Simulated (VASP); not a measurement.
Write the native input for VASP 6.6.1 that does the following.

- Task: single point
- Functional: r2SCAN
- Potentials or basis: VASP PAW PBE potentials, release 64 (Hf_pv, C)
- Cutoff: 520 eV
- k mesh: 12 × 12 × 12
- Occupations: tetrahedron
- Spin: no spin polarisation
- Dipole correction: no
- Further INCAR settings: ALGO = Normal; EDIFF = 1e-06; NBANDS = 14

HfC:

```
Hf C
1.0
     0.00000    2.32034    2.32034
     2.32034    0.00000    2.32034
     2.32034    2.32034    0.00000
Hf C
1 1
Direct
  0.50000 0.50000 0.50000
  0.00000 0.00000 0.00000
```

The input as run:

POSCAR

```
HfC
1.0
    0.0000000000      2.3203429225      2.3203429225
    2.3203429225      0.0000000000      2.3203429225
    2.3203429225      2.3203429225      0.0000000000
Hf C
1 1
Direct
    0.5000000000      0.5000000000      0.5000000000
    0.0000000000      0.0000000000      0.0000000000
```

INCAR.step1

```
SYSTEM = HfC
  ALGO = Normal
  EDIFF = 1E-4
  ENCUT = 520
  GGA = PE
  ISMEAR = -5
  LASPH = .True.
  LCHARG = .False.
  LREAL = .False.
  LWAVE = .True.
  NBANDS = 14
  NELM = 100
  PREC = Accurate
  SIGMA = 0.1
```

INCAR.step2

```
SYSTEM = HfC
  ALGO = Normal
  EDIFF = 1E-6
  ENCUT = 520
  ISIF = 2
  ISMEAR = -5
  ISTART = 1
  LASPH = .True.
  LCHARG = .True.
  LELF = .True.
  LMIXTAU = .True.
  LREAL = .False.
  LVHAR = .True.
  LWAVE = .False.
  METAGGA = R2SCAN
  NBANDS = 14
  NELM = 100
  PREC = Accurate
  SIGMA = 0.1
```

KPOINTS

```
k-points
0
Gamma
  12 12 12
  0 0 0
```

Potentials or basis: VASP PAW PBE potentials, release 64 (Hf_pv, C).

Run with:

```bash
$ cat potpaw_PBE.64/Hf_pv/POTCAR potpaw_PBE.64/C/POTCAR > POTCAR
$ cp INCAR.step1 INCAR
$ mpirun -np 1 vasp_std > vasp.out
$ cp INCAR.step2 INCAR
$ mpirun -np 1 vasp_std > vasp.out
```

It gave:

```
Pressure               : -1.0 GPa
Band gap on the k mesh : zero (band 7 reaches 6.95 eV, above the bottom of band 8 at 5.52 eV)
```

Caveat: the PAW data sets were made with another functional, which shifts forces and pressure a little; spin-orbit coupling is left out, which moves the levels of the heavy elements; tetrahedron occupations give inexact forces and stress in metals.

Wall time 33 s on 1 thread of Intel(R) Xeon(R) Platinum 8559C (Emerald Rapids) (shared host), peak memory 0.16 GiB.
